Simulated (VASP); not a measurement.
# Pd (Fm-3m) in VASP: a series of runs, part 3 of 3

VASP 6.6.1.

## Step 5: Single point, r2SCAN

This run uses another cell than the first one, of 14.64 Å³/atom.

POSCAR

```
Pd
1.0
    0.0000000000      1.9415100140      1.9415100140
    1.9415100140      0.0000000000      1.9415100140
    1.9415100140      1.9415100140      0.0000000000
Pd
1
Direct
    0.0000000000      0.0000000000      0.0000000000
```

INCAR.step1

```
SYSTEM = Pd
ALGO = Normal ; EDIFF = 1E-4
ENCUT = 520 ; GGA = PE
ISMEAR = -1 ; LASPH = .True.
LCHARG = .False. ; LREAL = .False.
LWAVE = .True. ; NBANDS = 11
NELM = 100 ; PREC = Accurate
SIGMA = 0.08
```

INCAR.step2

```
SYSTEM = Pd
ALGO = Normal ; EDIFF = 1E-6
ENCUT = 520 ; ISIF = 2
ISMEAR = -1 ; ISTART = 1
LASPH = .True. ; LCHARG = .False.
LMIXTAU = .True. ; LREAL = .False.
LWAVE = .False. ; METAGGA = R2SCAN
NBANDS = 11 ; NELM = 100
PREC = Accurate ; SIGMA = 0.08
```

KPOINTS

```
k-points
0
Gamma
  24 24 24
  0 0 0
```

Potentials or basis: VASP PAW PBE potentials, release 64 (Pd).

Command:

```sh
$ cat potpaw_PBE.64/Pd/POTCAR > POTCAR
$ cp INCAR.step1 INCAR
$ mpirun -np 1 vasp_std > vasp.out
$ cp INCAR.step2 INCAR
$ mpirun -np 1 vasp_std > vasp.out
```

OUTCAR:

```text
SYSTEM = Pd
   EDIFF = 1E-6
   ENCUT = 520
   ISIF = 2
   ISMEAR = -1
   ISTART = 1
   LASPH = .True.
   LREAL = .False.
   METAGGA = R2SCAN
   NELM = 100
   PREC = Accurate

 ion  position               nearest neighbor table
   1  0.000  0.000  0.000-

  LATTYP: Found a face centered cubic cell.
 ALAT       =     3.8830200280

  Lattice vectors:

 A1 = (   0.0000000000,   1.9415100140,   1.9415100140)
 A2 = (   1.9415100140,   0.0000000000,   1.9415100140)
 A3 = (   1.9415100140,   1.9415100140,   0.0000000000)

Analysis of symmetry for initial positions (statically):
=====================================================================
 Subroutine PRICEL returns:
 Original cell was already a primitive cell.

 Routine SETGRP: Setting up the symmetry group for a
 face centered cubic supercell.

 Subroutine GETGRP returns: Found 48 space group operations
 (whereof 48 operations were pure point group operations)
 out of a pool of 48 trial point group operations.

The static configuration has the point symmetry O_h .

Analysis of symmetry for dynamics (positions and initial velocities):
=====================================================================
 Subroutine PRICEL returns:
 Original cell was already a primitive cell.

 Routine SETGRP: Setting up the symmetry group for a
 face centered cubic supercell.

 Subroutine GETGRP returns: Found 48 space group operations
 (whereof 48 operations were pure point group operations)
 out of a pool of 48 trial point group operations.

The dynamic configuration has the point symmetry O_h .

 Subroutine INISYM returns: Found 48 space group operations
 (whereof 48 operations are pure point group operations),
 and found     1 'primitive' translations

----------------------------------------------------------------------------------------

                                     Primitive cell

  volume of cell :      14.6369

  direct lattice vectors                    reciprocal lattice vectors
     0.000000000  1.941510014  1.941510014    -0.257531507  0.257531507  0.257531507
[... 110 lines left out ...]
   LHFCALC =     F    Hartree Fock is set to
   AEXX    =    0.0000 exact exchange contribution
   IVDW    =     0    specifies the selected vdW correction
   LEPSILON=     F    determine dielectric tensor
   LRPA    =     F    only Hartree local field effects (RPA)
 non-spin polarized calculation
  energy-cutoff  :      520.00
  volume of cell :       14.64
 maximum number of plane-waves:       411
   NGX = 11   NGY = 11   NGZ = 11

 number of electron      10.0000001 magnetization

 Free energy of the ion-electron system (eV)
  ---------------------------------------------------
  ext. energy  EPLUGINS =         0.00000000
  ---------------------------------------------------
  free energy    TOTEN  =       -22.96428259 eV

  energy without entropy =      -22.92454643  energy(sigma->0) =      -22.94441451

 E-fermi :   9.7659     XC(G=0): -14.1888

 val. band max:        9.7620675097   @ k =  -0.4583   0.2917   0.0417
 cond. band min:       9.7696883830   @ k =  -0.3750   0.4167   0.0417
 fundamental gap:      0.0076208732
 Fermi energy:         9.7658634338

 k-point     1 :       0.0000    0.0000    0.0000
  band No.  band energies     occupation
      1       2.4860      2.00000
      2       6.7888      2.00000
      3       6.7888      2.00000
      4       6.7888      2.00000
      5       8.4223      2.00000
      6       8.4223      2.00000
      7      27.7713      0.00000
      8      32.1774      0.00000
      9      32.8058      0.00000
     10      32.8058      0.00000
     11      32.8058      0.00000
[... 309 lines left out ...]
 k-point    24 :       0.4583    0.0417    0.0000
  band No.  band energies     occupation
      1       4.3208      2.00000
      2       6.7003      2.00000
      3       6.7863      2.00000
      4       9.1997      1.99831
      5       9.6798      1.49122
      6      10.8817      0.00000
      7      18.2209      0.00000
      8      27.3265      0.00000
      9      31.7850      0.00000
     10      32.0281      0.00000
     11      32.2530      0.00000

 [... further k-points ...]

------------------------ aborting loop because EDIFF is reached ----------------------------------------

  FORCE on cell =-STRESS in cart. coord.  units (eV):
  Direction    XX          YY          ZZ          XY          YZ          ZX
  --------------------------------------------------------------------------------------
  -------------------------------------------------------------------------------------
  Total        0.4332113      0.4332113      0.4332113     -0.0000000     -0.0000000      0.0000000
  in kB       47.4199918     47.4199918     47.4199918     -0.0000000     -0.0000000      0.0000000
  external PRESSURE =      47.4199918 kB  Pullay stress =       0.0000000 kB

 VOLUME and BASIS-vectors are now :
 -----------------------------------------------------------------------------
  energy-cutoff  :      520.00
  volume of cell :       14.64
      direct lattice vectors                 reciprocal lattice vectors
     0.000000000  1.941510014  1.941510014    -0.257531507  0.257531507  0.257531507
     1.941510014  0.000000000  1.941510014     0.257531507 -0.257531507  0.257531507
     1.941510014  1.941510014  0.000000000     0.257531507  0.257531507 -0.257531507

 POSITION                                       TOTAL-FORCE (eV/Angst)
 -----------------------------------------------------------------------------------
      0.00000      0.00000      0.00000        -0.000000     -0.000000      0.000000
 -----------------------------------------------------------------------------------
    total drift:                                0.000000      0.000000      0.000000

  FREE ENERGIE OF THE ION-ELECTRON SYSTEM (eV)
  ---------------------------------------------------
  free  energy   TOTEN  =       -22.9642825914 eV

  energy  without entropy=      -22.9245464320  energy(sigma->0) =      -22.94441451
```

OUTCAR.step1:

```text
SYSTEM = Pd
   EDIFF = 1E-4
   ENCUT = 520
   GGA = PE
   ISMEAR = -1
   LASPH = .True.
   LREAL = .False.
[... 551 lines left out ...]
 -----------------------------------------------------------------------------------
      0.00000      0.00000      0.00000         0.000000      0.000000      0.000000
 -----------------------------------------------------------------------------------
    total drift:                                0.000000      0.000000      0.000000

  FREE ENERGIE OF THE ION-ELECTRON SYSTEM (eV)
  ---------------------------------------------------
  free  energy   TOTEN  =        -5.2241110800 eV

  energy  without entropy=       -5.1819033021  energy(sigma->0) =       -5.20300719
```

Wall time 81 s (1 thread of Intel Xeon 6975P-C (Granite Rapids), shared host); peak memory 0.18 GiB.

Results:

* Free energy: -22.9643 eV
* Pressure: 4.7 GPa
* Band gap on the k mesh: zero (bands 5 and 6 overlap by 1.71 eV)

Caveat: the cell stands under pressure; the PAW data sets were made with another functional, which shifts forces and pressure a little.

## Step 6: Single point, r2SCAN

This run uses another cell than the first one, of 14.78 Å³/atom.

POSCAR

```
Pd
1.0
    0.0000000000      1.9478923417      1.9478923417
    1.9478923417      0.0000000000      1.9478923417
    1.9478923417      1.9478923417      0.0000000000
Pd
1
Direct
    0.0000000000      0.0000000000      0.0000000000
```

INCAR.step1

```
PREC = Accurate
ENCUT = 520
ISMEAR = -1
SIGMA = 0.08
LREAL = F
LASPH = T
NELM = 60
NBANDS = 11
GGA = PE
ALGO = Normal
EDIFF = 1E-4
LWAVE = T
LCHARG = F
```

INCAR.step2

```
PREC = Accurate
ENCUT = 520
EDIFF = 1E-6
ISMEAR = -1
SIGMA = 0.08
LREAL = F
LASPH = T
NELM = 60
ALGO = Normal
ISIF = 2
LWAVE = F
LCHARG = F
METAGGA = R2SCAN
LMIXTAU = T
NBANDS = 11
ISTART = 1
```

KPOINTS

```
Automatic mesh
0
Gamma
  24 24 24
```

Potentials or basis: VASP PAW PBE potentials, release 64 (Pd).

Command:

```sh
$ cat potpaw_PBE.64/Pd/POTCAR > POTCAR
$ cp INCAR.step1 INCAR
$ mpirun -np 1 vasp_std > vasp.out
$ cp INCAR.step2 INCAR
$ mpirun -np 1 vasp_std > vasp.out
```

OUTCAR:

```text
PREC = Accurate
   ENCUT = 520
   EDIFF = 1E-6
   ISMEAR = -1
   LREAL = F
   LASPH = T
   NELM = 60
   ISIF = 2
   METAGGA = R2SCAN
   ISTART = 1

 ion  position               nearest neighbor table
   1  0.000  0.000  0.000-

  LATTYP: Found a face centered cubic cell.
 ALAT       =     3.8957846834

  Lattice vectors:

 A1 = (   0.0000000000,   1.9478923417,   1.9478923417)
 A2 = (   1.9478923417,   0.0000000000,   1.9478923417)
 A3 = (   1.9478923417,   1.9478923417,   0.0000000000)

Analysis of symmetry for initial positions (statically):
=====================================================================
 Subroutine PRICEL returns:
 Original cell was already a primitive cell.

 Routine SETGRP: Setting up the symmetry group for a
 face centered cubic supercell.

 Subroutine GETGRP returns: Found 48 space group operations
 (whereof 48 operations were pure point group operations)
 out of a pool of 48 trial point group operations.

The static configuration has the point symmetry O_h .

Analysis of symmetry for dynamics (positions and initial velocities):
=====================================================================
 Subroutine PRICEL returns:
 Original cell was already a primitive cell.

 Routine SETGRP: Setting up the symmetry group for a
 face centered cubic supercell.

 Subroutine GETGRP returns: Found 48 space group operations
 (whereof 48 operations were pure point group operations)
 out of a pool of 48 trial point group operations.

The dynamic configuration has the point symmetry O_h .

 Subroutine INISYM returns: Found 48 space group operations
 (whereof 48 operations are pure point group operations),
 and found     1 'primitive' translations

----------------------------------------------------------------------------------------

                                     Primitive cell

  volume of cell :      14.7817

  direct lattice vectors                    reciprocal lattice vectors
     0.000000000  1.947892342  1.947892342    -0.256687697  0.256687697  0.256687697
     1.947892342  0.000000000  1.947892342     0.256687697 -0.256687697  0.256687697
     1.947892342  1.947892342  0.000000000     0.256687697  0.256687697 -0.256687697

  length of vectors
     2.754735768  2.754735768  2.754735768     0.444596134  0.444596134  0.444596134

  position of ions in fractional coordinates (direct lattice)
     0.000000000  0.000000000  0.000000000

  ion indices of the primitive-cell ions
   primitive index   ion index
                 1           1

----------------------------------------------------------------------------------------

 KPOINTS: Automatic mesh

Automatic generation of k-mesh.
 Grid dimensions read from file:
 generate k-points for:   24   24   24

 Generating k-lattice:

  Cartesian coordinates                     Fractional coordinates (reciprocal lattice)
    -0.010695321  0.010695321  0.010695321     0.041666667  0.000000000  0.000000000
     0.010695321 -0.010695321  0.010695321     0.000000000  0.041666667  0.000000000
     0.010695321  0.010695321 -0.010695321     0.000000000  0.000000000  0.041666667

  Length of vectors
     0.018524839  0.018524839  0.018524839

  Shift w.r.t. Gamma in fractional coordinates (k-lattice)
     0.000000000  0.000000000  0.000000000

 Subroutine IBZKPT returns following result:
 ===========================================

 Found    413 irreducible k-points:

 Following reciprocal coordinates:
            Coordinates               Weight
  0.000000  0.000000  0.000000      1.000000
  0.041667  0.000000  0.000000      8.000000
  0.083333  0.000000  0.000000      8.000000
  0.125000  0.000000  0.000000      8.000000
  0.166667  0.000000  0.000000      8.000000
  0.208333  0.000000  0.000000      8.000000
[... 16 lines left out ...]
  0.416667  0.041667  0.000000     24.000000
  0.458333  0.041667  0.000000     24.000000
 [... further k-points ...]
   k-points           NKPTS =    413   k-points in BZ     NKDIM =    413   number of bands    NBANDS=     11
   number of dos      NEDOS =    301   number of ions     NIONS =      1
   total plane-waves  NPLWV =   8000
   dimension x,y,z NGX =    20 NGY =   20 NGZ =   20
   dimension x,y,z NGXF=    40 NGYF=   40 NGZF=   40
   ions per type =               1
   NGX,Y,Z   is equivalent  to a cutoff of  12.07, 12.07, 12.07 a.u.
   NGXF,Y,Z  is equivalent  to a cutoff of  24.14, 24.14, 24.14 a.u.
 SYSTEM =  unknown system
   PREC   = accura    normal or accurate (medium, high low for compatibility)
   ISTART =      1    job   : 0-new  1-cont  2-samecut
   ICHARG =      0    charge: 1-file 2-atom 10-const
   ISPIN  =      1    spin polarized calculation?
   LNONCOLLINEAR =      F non collinear calculations
   LSORBIT =      F    spin-orbit coupling
   LASPH  =      T    aspherical Exc in radial PAW
   ENCUT  =  520.0 eV  38.22 Ry    6.18 a.u.   5.12  5.12  5.12*2*pi/ulx,y,z
   NELM   =     60;   NELMIN=  2; NELMDL=  0     # of ELM steps
   EDIFF  = 0.1E-05   stopping-criterion for ELM
   LREAL  =      F    real-space projection
   EDIFFG = 0.1E-04   stopping-criterion for IOM
   NSW    =      0    number of steps for IOM
   IBRION =     -1    ionic relax: 0-MD 1-quasi-New 2-CG
   NFREE  =      0    steps in history (QN), initial steepest desc. (CG)
   ISIF   =      2    stress and relaxation
   ISYM   =      2    0-nonsym 1-usesym 2-fastsym
   POTIM  = 0.5000    time-step for ionic-motion
   TEBEG  =    0.0;   TEEND  =   0.0 temperature during run
   PSTRESS=    0.0 pullay stress
   NELECT =      10.0000    total number of electrons
   NUPDOWN=      -1.0000    fix difference up-down
   EMIN   =  10.00;   EMAX   =-10.00  energy-range for DOS
   EFERMI =   0.00;   METHOD = LEGACY
   ISMEAR =    -1;   SIGMA  =   0.08  broadening in eV -4-tet -1-fermi 0-gaus
   EFERMI_NEDOS =   21; number of points for ismear=-14 and -15
   IALGO  =     38    algorithm
   IMIX   =      4    mixing-type and parameters
     AMIX     =   0.40;   BMIX     =  1.00
     AMIX_MAG =   1.60;   BMIX_MAG =  1.00
  volume/ion in A,a.u.               =      14.78        99.75
  Fermi-wavevector in a.u.,A,eV,Ry     =   1.437143  2.715806 28.101188  2.065379
  Thomas-Fermi vector in A             =   2.556253
   LORBIT       =      0    0 simple, 1 ext, 2 COOP (PROOUT), +10 PAW based schemes
   METAGGA = R2SCAN    functional components
   LHFCALC =     F    Hartree Fock is set to
   AEXX    =    0.0000 exact exchange contribution
   IVDW    =     0    specifies the selected vdW correction
   LEPSILON=     F    determine dielectric tensor
   LRPA    =     F    only Hartree local field effects (RPA)
 non-spin polarized calculation
  energy-cutoff  :      520.00
  volume of cell :       14.78
 maximum number of plane-waves:       415
   NGX = 11   NGY = 11   NGZ = 11

 number of electron       9.9999999 magnetization

 Free energy of the ion-electron system (eV)
  ---------------------------------------------------
  ext. energy  EPLUGINS =         0.00000000
  ---------------------------------------------------
  free energy    TOTEN  =       -22.96771990 eV

  energy without entropy =      -22.92753537  energy(sigma->0) =      -22.94762764

 E-fermi :   9.5991     XC(G=0): -14.1154

 val. band max:        9.5941086850   @ k =  -0.4583   0.2917   0.0417
 cond. band min:       9.6019412246   @ k =  -0.3750   0.4167   0.0417
 fundamental gap:      0.0078325396
 Fermi energy:         9.5990510358

 k-point     1 :       0.0000    0.0000    0.0000
  band No.  band energies     occupation
      1       2.3997      2.00000
      2       6.6691      2.00000
      3       6.6691      2.00000
      4       6.6691      2.00000
      5       8.2756      2.00000
      6       8.2756      2.00000
      7      27.5985      0.00000
      8      32.0451      0.00000
      9      32.5731      0.00000
     10      32.5731      0.00000
     11      32.5731      0.00000
[... 309 lines left out ...]
 k-point    24 :       0.4583    0.0417    0.0000
  band No.  band energies     occupation
      1       4.2339      2.00000
      2       6.5826      2.00000
      3       6.6672      2.00000
      4       9.0462      1.99801
      5       9.5131      1.49082
      6      10.7263      0.00000
      7      17.9728      0.00000
      8      27.1474      0.00000
      9      31.5100      0.00000
     10      31.7780      0.00000
     11      32.0946      0.00000

 [... further k-points ...]

------------------------ aborting loop because EDIFF is reached ----------------------------------------

  FORCE on cell =-STRESS in cart. coord.  units (eV):
  Direction    XX          YY          ZZ          XY          YZ          ZX
  --------------------------------------------------------------------------------------
  -------------------------------------------------------------------------------------
  Total        0.2510020      0.2510020      0.2510020      0.0000000      0.0000000      0.0000000
  in kB       27.2058890     27.2058890     27.2058890      0.0000000      0.0000000      0.0000000
  external PRESSURE =      27.2058890 kB  Pullay stress =       0.0000000 kB

 VOLUME and BASIS-vectors are now :
 -----------------------------------------------------------------------------
  energy-cutoff  :      520.00
  volume of cell :       14.78
      direct lattice vectors                 reciprocal lattice vectors
     0.000000000  1.947892342  1.947892342    -0.256687697  0.256687697  0.256687697
     1.947892342  0.000000000  1.947892342     0.256687697 -0.256687697  0.256687697
     1.947892342  1.947892342  0.000000000     0.256687697  0.256687697 -0.256687697

 POSITION                                       TOTAL-FORCE (eV/Angst)
 -----------------------------------------------------------------------------------
      0.00000      0.00000      0.00000        -0.000000     -0.000000     -0.000000
 -----------------------------------------------------------------------------------
    total drift:                                0.000000      0.000000      0.000000

  FREE ENERGIE OF THE ION-ELECTRON SYSTEM (eV)
  ---------------------------------------------------
  free  energy   TOTEN  =       -22.9677199009 eV

  energy  without entropy=      -22.9275353694  energy(sigma->0) =      -22.94762764
```

OUTCAR.step1:

```text
PREC = Accurate
   ENCUT = 520
   ISMEAR = -1
   LREAL = F
   LASPH = T
   NELM = 60
[... 551 lines left out ...]

 POSITION                                       TOTAL-FORCE (eV/Angst)
 -----------------------------------------------------------------------------------
      0.00000      0.00000      0.00000        -0.000000      0.000000      0.000000
 -----------------------------------------------------------------------------------
    total drift:                                0.000000      0.000000      0.000000

  FREE ENERGIE OF THE ION-ELECTRON SYSTEM (eV)
  ---------------------------------------------------
  free  energy   TOTEN  =        -5.2310478086 eV

  energy  without entropy=       -5.1883703126  energy(sigma->0) =       -5.20970906
```

It took 85 s on 1 thread of Intel Xeon 6975P-C (Granite Rapids), shared host; peak memory 0.18 GiB.

What came out:

- Free energy: -22.9677 eV
- Pressure: 2.7 GPa
- Band gap on the k mesh: zero (bands 5 and 6 overlap by 1.68 eV)

Caveat: the PAW data sets were made with another functional, which shifts forces and pressure a little.

## Step 7: The runs side by side

```tsv
cell	gap on the mesh (eV)	pressure (GPa)
a = 2.703 Å, angles 60.0°, 1 atom	none	16.1
a = 2.721 Å, angles 60.0°, 1 atom	none	10.9
a = 2.733 Å, angles 60.0°, 1 atom	none	7.9
a = 2.746 Å, angles 60.0°, 1 atom	none	4.7
a = 2.755 Å, angles 60.0°, 1 atom	none	2.7
```

Alike in all rows: task single point; level r2SCAN; potentials or basis VASP PAW PBE potentials, release 64 (Pd); no spin polarisation; k mesh 24 × 24 × 24; cutoff (eV) 520; smearing fermi-dirac 0.08 eV.

Caveats: the PAW data sets were made with another functional, which shifts forces and pressure a little; the cell stands under pressure (at least some runs).

Total energies depend on the potentials used, so only differences within one code and one set of settings carry meaning.
